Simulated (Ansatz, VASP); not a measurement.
SnO3 in VASP and in Ansatz

```
Sn O
1.0
     3.37562    0.01522   -0.02464
     0.20746    4.07207    0.10648
     0.09205    1.40193    8.26010
Sn O
2 6
Direct
  0.24010 0.30648 0.36763
  0.76181 0.68968 0.64317
  0.82034 0.56516 0.18779
  0.68966 0.20171 0.20117
  0.74210 0.23348 0.53016
  0.15006 0.46631 0.80100
  0.34061 0.80232 0.79878
  0.25531 0.73486 0.47029
```

Change from the starting cell: cell x1, atoms moved at random (sigma 0.05 Å) and cell strained at random (1.5 %), then relaxed without symmetry.

Alike in both runs: task relaxation of cell and atoms; functional PBE; k mesh 4 × 4 × 2; occupations gaussian, width 0.1 eV; no spin polarisation.

|  | VASP | Ansatz |
| --- | --- | --- |
| version | VASP 6.6.1 | Ansatz 0.2.0 |
| potentials or method | VASP PAW PBE potentials, release 64 (Sn_d, O), cutoff 600 eV | scalar-relativistic, plane waves, PAW |
| valence electrons in the cell | 64 | 64 |

VASP gave:

| Property | Result |
| --- | --- |
| gap on the k mesh at the Fermi level, each at its own relaxed structure (eV) | 0.64 |
| relaxed volume (Å³/atom) | 13.65 |
| relaxed length of the cell vector where the two differ most in proportion (Å) | 7.992 |

Problem. Which values does Ansatz return?

Solution. gap on the k mesh at the Fermi level, each at its own relaxed structure (eV): 0.68; relaxed volume (Å³/atom): 14.21; relaxed length of the cell vector where the two differ most in proportion (Å): 8.286.

The k mesh is coarse, so the values compare programs but aren't converged.
